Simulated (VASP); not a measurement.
# AlCo (zincblende type) (F-43m) in VASP: further runs

Runs on AlCo (zincblende type). Level: PBE. Tasks: single point, relaxation of cell and atoms.

All numbers are computed with VASP 6.6.1; they aren't measurements. Logs are shortened: lines on timing, memory, paths and dates and some standing lists are left out, and cuts for length are marked.

### 1 The cell of the first run

Symmetry: F-43m, No. 216, cubic system. Conventional cell: a = 4.926 Å, b = 4.926 Å, c = 4.926 Å, α = 90.00°, β = 90.00°, γ = 90.00°. Within 2.8 Å of Co (site symmetry -43m) lie 4 Al at 2.13 Å. Within 2.8 Å of Al (site symmetry -43m) lie 4 Co at 2.13 Å.

### 2 Single point, PBE

Input file INCAR:

```
SYSTEM = AlCo
ALGO = Normal ; EDIFF = 1E-7
ENCUT = 520 ; GGA = PE
ISIF = 2 ; ISMEAR = -1
LASPH = .True. ; LCHARG = .False.
LREAL = .False. ; LWAVE = .False.
NBANDS = 13 ; NELM = 60
PREC = Accurate ; SIGMA = 0.08
```

Input file KPOINTS:

```
k-points
0
Gamma
  13 13 13
  0 0 0
```

Input file POSCAR:

```
AlCo
1.0
    0.0000000000      2.4631172353      2.4631172353
    2.4631172353      0.0000000000      2.4631172353
    2.4631172353      2.4631172353      0.0000000000
Co Al
1 1
Direct
    0.0000000000      0.0000000000      0.0000000000
    0.2500000000      0.2500000000      0.2500000000
```

Potentials or basis: VASP PAW PBE potentials, release 64 (Co, Al).

Started as:

```console
$ cat potpaw_PBE.64/Co/POTCAR potpaw_PBE.64/Al/POTCAR > POTCAR
$ mpirun -np 1 vasp_std > vasp.out
```

OUTCAR:

```text
SYSTEM = AlCo
   EDIFF = 1E-7
   ENCUT = 520
   GGA = PE
   ISIF = 2
   ISMEAR = -1
   LASPH = .True.
   LREAL = .False.
   NELM = 60
   PREC = Accurate

 ion  position               nearest neighbor table
   1  0.000  0.000  0.000-   2 2.13   2 2.13   2 2.13   2 2.13
   2  0.250  0.250  0.250-   1 2.13   1 2.13   1 2.13   1 2.13

  LATTYP: Found a face centered cubic cell.
 ALAT       =     4.9262344706

  Lattice vectors:

 A1 = (   0.0000000000,   2.4631172353,   2.4631172353)
 A2 = (   2.4631172353,   0.0000000000,   2.4631172353)
 A3 = (   2.4631172353,   2.4631172353,   0.0000000000)

Analysis of symmetry for initial positions (statically):
=====================================================================
 Subroutine PRICEL returns:
 Original cell was already a primitive cell.

 Routine SETGRP: Setting up the symmetry group for a
 face centered cubic supercell.

 Subroutine GETGRP returns: Found 24 space group operations
 (whereof 24 operations were pure point group operations)
 out of a pool of 48 trial point group operations.

The static configuration has the point symmetry T_d .

Analysis of symmetry for dynamics (positions and initial velocities):
=====================================================================
 Subroutine PRICEL returns:
 Original cell was already a primitive cell.

 Routine SETGRP: Setting up the symmetry group for a
 face centered cubic supercell.

 Subroutine GETGRP returns: Found 24 space group operations
 (whereof 24 operations were pure point group operations)
 out of a pool of 48 trial point group operations.

The dynamic configuration has the point symmetry T_d .

 Subroutine INISYM returns: Found 24 space group operations
 (whereof 24 operations are pure point group operations),
 and found     1 'primitive' translations

----------------------------------------------------------------------------------------

                                     Primitive cell

  volume of cell :      29.8872

  direct lattice vectors                    reciprocal lattice vectors
     0.000000000  2.463117235  2.463117235    -0.202994804  0.202994804  0.202994804
     2.463117235  0.000000000  2.463117235     0.202994804 -0.202994804  0.202994804
     2.463117235  2.463117235  0.000000000     0.202994804  0.202994804 -0.202994804

  length of vectors
     3.483373800  3.483373800  3.483373800     0.351597314  0.351597314  0.351597314

  position of ions in fractional coordinates (direct lattice)
     0.000000000  0.000000000  0.000000000
     0.250000000  0.250000000  0.250000000

  ion indices of the primitive-cell ions
   primitive index   ion index
                 1           1
[... 80 lines left out ...]
   ISYM   =      2    0-nonsym 1-usesym 2-fastsym
   POTIM  = 0.5000    time-step for ionic-motion
   TEBEG  =    0.0;   TEEND  =   0.0 temperature during run
   PSTRESS=    0.0 pullay stress
   NELECT =      12.0000    total number of electrons
   NUPDOWN=      -1.0000    fix difference up-down
   EMIN   =  10.00;   EMAX   =-10.00  energy-range for DOS
   EFERMI =   0.00;   METHOD = LEGACY
   ISMEAR =    -1;   SIGMA  =   0.08  broadening in eV -4-tet -1-fermi 0-gaus
   EFERMI_NEDOS =   21; number of points for ismear=-14 and -15
   IALGO  =     38    algorithm
   IMIX   =      4    mixing-type and parameters
     AMIX     =   0.40;   BMIX     =  1.00
     AMIX_MAG =   1.60;   BMIX_MAG =  1.00
  volume/ion in A,a.u.               =      14.94       100.84
  Fermi-wavevector in a.u.,A,eV,Ry     =   1.207740  2.282298 19.845951  1.458636
  Thomas-Fermi vector in A             =   2.343369
   LORBIT       =      0    0 simple, 1 ext, 2 COOP (PROOUT), +10 PAW based schemes
   GGA     = PE    functional components
   LHFCALC =     F    Hartree Fock is set to
   AEXX    =    0.0000 exact exchange contribution
   IVDW    =     0    specifies the selected vdW correction
   LEPSILON=     F    determine dielectric tensor
   LRPA    =     F    only Hartree local field effects (RPA)
 non-spin polarized calculation
  energy-cutoff  :      520.00
  volume of cell :       29.89
 maximum number of plane-waves:       821
 NGX is ok and might be reduce to    28
   NGX = 13   NGY = 13   NGZ = 13

 number of electron      11.9999997 magnetization

 Free energy of the ion-electron system (eV)
  ---------------------------------------------------
  ext. energy  EPLUGINS =         0.00000000
  ---------------------------------------------------
  free energy    TOTEN  =        -8.39898301 eV

  energy without entropy =       -8.37611709  energy(sigma->0) =       -8.38755005

 E-fermi :   6.6379     XC(G=0): -10.7877

 val. band max:        6.6283182923   @ k =  -0.3077   0.4615   0.1538
 cond. band min:       6.6644201154   @ k =  -0.4615   0.1538   0.0000
 fundamental gap:      0.0361018231
 Fermi energy:         6.6379378895

 k-point     1 :       0.0000    0.0000    0.0000
  band No.  band energies     occupation
      1      -1.8574      2.00000
      2       5.0865      2.00000
      3       5.0865      2.00000
      4       5.0865      2.00000
      5       5.9705      1.99952
      6       5.9705      1.99952
      7      15.3787      0.00000
      8      15.3787      0.00000
      9      15.3787      0.00000
     10      16.8517      0.00000
     11      16.8517      0.00000
     12      16.8517      0.00000
     13      19.8479      0.00000
[... 354 lines left out ...]
  band No.  band energies     occupation
      1       1.3259      2.00000
      2       3.9655      2.00000
      3       5.0949      2.00000
      4       5.3651      2.00000
      5       6.1373      1.99618
      6       6.2313      1.98767
      7       7.1079      0.00560
      8      11.7051      0.00000
      9      11.8954      0.00000
     10      15.1261      0.00000
     11      18.5752      0.00000
     12      19.1838      0.00000
     13      20.7958      0.00000

 [... further k-points ...]
[... 5 lines left out ...]
  --------------------------------------------------------------------------------------
  -------------------------------------------------------------------------------------
  Total        4.6681484      4.6681484      4.6681484      0.0000000      0.0000000      0.0000000
  in kB      250.2476414    250.2476414    250.2476414      0.0000000      0.0000000      0.0000000
  external PRESSURE =     250.2476414 kB  Pullay stress =       0.0000000 kB

 VOLUME and BASIS-vectors are now :
 -----------------------------------------------------------------------------
  energy-cutoff  :      520.00
  volume of cell :       29.89
      direct lattice vectors                 reciprocal lattice vectors
     0.000000000  2.463117235  2.463117235    -0.202994804  0.202994804  0.202994804
     2.463117235  0.000000000  2.463117235     0.202994804 -0.202994804  0.202994804
     2.463117235  2.463117235  0.000000000     0.202994804  0.202994804 -0.202994804

 POSITION                                       TOTAL-FORCE (eV/Angst)
 -----------------------------------------------------------------------------------
      0.00000      0.00000      0.00000        -0.000000     -0.000000     -0.000000
      1.23156      1.23156      1.23156         0.000000      0.000000      0.000000
 -----------------------------------------------------------------------------------
    total drift:                                0.000001      0.000001      0.000001

  FREE ENERGIE OF THE ION-ELECTRON SYSTEM (eV)
  ---------------------------------------------------
  free  energy   TOTEN  =        -8.3989830124 eV

  energy  without entropy=       -8.3761170892  energy(sigma->0) =       -8.38755005
```

OSZICAR:

```text
N       E                     dE             d eps       ncg     rms          rms(c)
DAV:   1     0.427574831930E+02    0.42757E+02   -0.51507E+03  2200   0.919E+02
DAV:   2    -0.686010073527E+01   -0.49618E+02   -0.45735E+02  2314   0.166E+02
DAV:   3    -0.875068225892E+01   -0.18906E+01   -0.18645E+01  2750   0.387E+01
DAV:   4    -0.878416714111E+01   -0.33485E-01   -0.33474E-01  2675   0.469E+00
DAV:   5    -0.878527131202E+01   -0.11042E-02   -0.11041E-02  2810   0.889E-01    0.696E+00
DAV:   6    -0.995243701870E+01   -0.11672E+01   -0.18544E+01  2679   0.523E+01    0.981E+00
DAV:   7    -0.840183166615E+01    0.15506E+01   -0.89599E+00  2669   0.368E+01    0.148E+00
DAV:   8    -0.840105848213E+01    0.77318E-03   -0.51423E-02  2499   0.161E+00    0.683E-01
DAV:   9    -0.839907592196E+01    0.19826E-02   -0.15113E-02  2759   0.138E+00    0.133E-01
DAV:  10    -0.839898792899E+01    0.87993E-04   -0.61001E-04  3291   0.249E-01    0.660E-02
DAV:  11    -0.839898278808E+01    0.51409E-05   -0.13683E-05  2754   0.253E-02    0.267E-02
DAV:  12    -0.839898238493E+01    0.40315E-06   -0.18790E-06  2629   0.991E-03    0.653E-03
DAV:  13    -0.839898287941E+01   -0.49449E-06   -0.46580E-07  1872   0.610E-03    0.241E-03
DAV:  14    -0.839898301116E+01   -0.13175E-06   -0.13384E-07  1407   0.293E-03    0.400E-04
DAV:  15    -0.839898301238E+01   -0.12227E-08   -0.15620E-08  1287   0.162E-03
   1 F= -.83989830E+01 E0= -.83875501E+01  d E =-.228659E-01
```

Wall time 33 s (1 thread of Intel Xeon Platinum 8375C at 2.90GHz (Ice Lake), shared host); peak memory 0.17 GiB.

Results:

* Free energy: -8.3990 eV
* Pressure: 25.0 GPa
* Band gap on the k mesh: 0.04 eV, indirect (least direct gap 0.38 eV)

A k mesh can miss the band edges. Spin polarisation is off, so any magnetic state and its effect on volume and gap are missing.

### 3 Single point, PBE

Input file INCAR:

```
SYSTEM = AlCo
PREC = Accurate ; ENCUT = 520
EDIFF = 1E-7 ; ISMEAR = -1
SIGMA = 0.08 ; LREAL = .FALSE.
LASPH = .TRUE. ; NELM = 60
ALGO = Normal ; ISIF = 2
LWAVE = .FALSE. ; LCHARG = .FALSE.
GGA = PE ; NBANDS = 13
```

Input file KPOINTS:

```
Automatic mesh
0
G
  13 13 13
  0 0 0
```

Input file POSCAR:

```
AlCo
1.0
    0.0000000000      2.4625307405      2.4625307405
    2.4625307405      0.0000000000      2.4625307405
    2.4625307405      2.4625307405      0.0000000000
Co Al
1 1
Direct
    0.0000000000      0.0000000000      0.0000000000
    0.2500000000      0.2500000000      0.2500000000
```

Potentials or basis: VASP PAW PBE potentials, release 64 (Co, Al).

Started as:

```console
$ cat potpaw_PBE.64/Co/POTCAR potpaw_PBE.64/Al/POTCAR > POTCAR
$ mpirun -np 1 vasp_std > vasp.out
```

Run time: 32 s. Hardware: 1 thread of Intel Xeon Platinum 8375C at 2.90GHz (Ice Lake), shared host; peak memory 0.17 GiB.

It converged, with:

```
Free energy            : -8.3956 eV
Pressure               : 25.1 GPa
Band gap on the k mesh : 0.04 eV, indirect (least direct gap 0.38 eV)
```

Levels at points of the mesh, in eV from the valence-band top:
| k point | band 4 | band 5 | band 6 | band 7 | band 8 | band 9 |
| --- | --- | --- | --- | --- | --- | --- |
| (0.00, 0.00, 0.00) | -1.54 | -0.66 | -0.66 | 8.75 | 8.75 | 8.75 |

### 4 Relaxation of cell and atoms, PBE, target pressure 25 GPa, at which the enthalpy is minimised

This run uses another cell than the first one, of 13.52 Å³/atom, 0.905 times its volume.

Input file INCAR:

```
SYSTEM = AlCo
  PREC = Accurate
  ENCUT = 600
  EDIFF = 1E-6
  ISMEAR = -1
  SIGMA = 0.08
  LREAL = .FALSE.
  LASPH = .TRUE.
  NELM = 100
  ALGO = Normal
  ISIF = 3
  LWAVE = .FALSE.
  LCHARG = .FALSE.
  GGA = PE
  IBRION = 2
  NSW = 60
  EDIFFG = -0.005
  PSTRESS = 250.0
```

KPOINTS is that of step 3.

Input file POSCAR:

```
AlCo
1.0
    0.0000000000      2.3822193045      2.3822193045
    2.3822193045      0.0000000000      2.3822193045
    2.3822193045      2.3822193045      0.0000000000
Co Al
1 1
Direct
    0.0000000000      0.0000000000      0.0000000000
    0.2500000000      0.2500000000      0.2500000000
```

Started as:

```console
$ cat potpaw_PBE.64/Co/POTCAR potpaw_PBE.64/Al/POTCAR > POTCAR
$ mpirun -np 1 vasp_std > vasp.out
```

Run time: 86 s. Hardware: 1 thread of Intel Xeon Platinum 8375C at 2.90GHz (Ice Lake), shared host; peak memory 0.18 GiB.

Results (log left out):

```yaml
Free_energy: -8.3988 eV
Relaxed_volume: 14.95 Å³/atom
Relaxed_cell: a = 3.483 Å, b = 3.483 Å, c = 3.483 Å, α = 60.00°, β = 60.00°, γ = 60.00°
Space_group_after_relaxing_to_0.05_Å: F-43m (No. 216)
Energy_change_on_relaxing_the_enthalpy_is_what_falls: -298.1 meV/atom
Ionic_steps: 4
Pressure_after_relaxing: 25.0 GPa
Band_gap_on_the_k_mesh: 0.04 eV, indirect (least direct gap 0.38 eV)
```

The path:
| step | energy change (eV) | largest force (eV/Å) | pressure (GPa) | volume (Å³) |
| --- | --- | --- | --- | --- |
| 1 | 0.0000 | 0.0000 | 43.09 | 27.04 |
| 2 | -0.9781 | 0.0000 | 10.49 | 33.46 |
| 3 | -0.6062 | 0.0000 | 24.64 | 29.96 |
| 4 | -0.5961 | 0.0000 | 24.99 | 29.89 |

Final structure:
```yaml
crystal:
  lattice:
    - [0.00000, 2.46320, 2.46320]
    - [2.46320, 0.00000, 2.46320]
    - [2.46320, 2.46320, 0.00000]
  atoms:
    - { symbol: Co, position: [0.00000, 0.00000, 0.00000] }
    - { symbol: Al, position: [0.25000, 0.25000, 0.25000] }
```

Levels at points of the mesh, in eV from the valence-band top:
| k point | band 4 | band 5 | band 6 | band 7 | band 8 | band 9 |
| --- | --- | --- | --- | --- | --- | --- |
| (0.00, 0.00, 0.00) | -1.54 | -0.66 | -0.66 | 8.75 | 8.75 | 8.75 |

Caveat: the cell is relaxed towards a set pressure, so the enthalpy falls and the energy may rise.
